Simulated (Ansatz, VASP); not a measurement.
# Tl: VASP beside Ansatz

The input INCAR:

```
PREC = Accurate
ENCUT = 520
EDIFF = 1E-7
ISMEAR = -1
SIGMA = 0.1
LREAL = F
LASPH = T
NELM = 60
ALGO = Normal
ISIF = 2
LWAVE = F
LCHARG = F
GGA = PE
NBANDS = 12
```

Contents of KPOINTS:

```
regular mesh
0
Gamma
  18 18 18
```

The input POSCAR:

```
Tl
1.0
   -2.0653958891      2.0653958891      2.0653958891
    2.0653958891     -2.0653958891      2.0653958891
    2.0653958891      2.0653958891     -2.0653958891
Tl
1
Direct
    0.0000000000      0.0000000000      0.0000000000
```

Input for Ansatz:

```yaml
crystal:
  lattice:
    - [-2.0653958891, 2.0653958891, 2.0653958891]
    - [2.0653958891, -2.0653958891, 2.0653958891]
    - [2.0653958891, 2.0653958891, -2.0653958891]
  atoms:
    - { symbol: Tl, position: [0.0, 0.0, 0.0] }
hamiltonian:
  xc: pbe
  pseudopotentials:
    kind: paw
    azcp:
      Tl: "pseudopotentials/Tl.paw.azcp"
basis:
  ecutwfc: 420
  fft_grid_basis: typed
kpoints:
  mp_grid: { grid: [18, 18, 18], shift: [0, 0, 0] }
magnetization:
  spin_polarized: false
scf:
  occupations: { method: fermi_dirac, width: 0.1 }
output:
  stress: true
```

Alike in both runs: task single point; functional PBE; k mesh 18 × 18 × 18; occupations fermi-dirac, width 0.1 eV; no spin polarisation.

```csv
,VASP,Ansatz
version,VASP 6.6.1,Ansatz 0.2.0
potentials or method,"VASP PAW PBE potentials, release 64 (Tl_d), cutoff 520 eV","plane waves (420 eV) with PAW, scalar-relativistic"
valence electrons in the cell,13,13
```

|  | VASP | Ansatz | Ansatz less VASP |
| --- | --- | --- | --- |
| pressure (GPa) | -2.3 | -2.2 | +0.05 |

The functional is the same, so the differences come from potentials, cutoffs and numerics.

Neither program's run includes spin-orbit coupling.
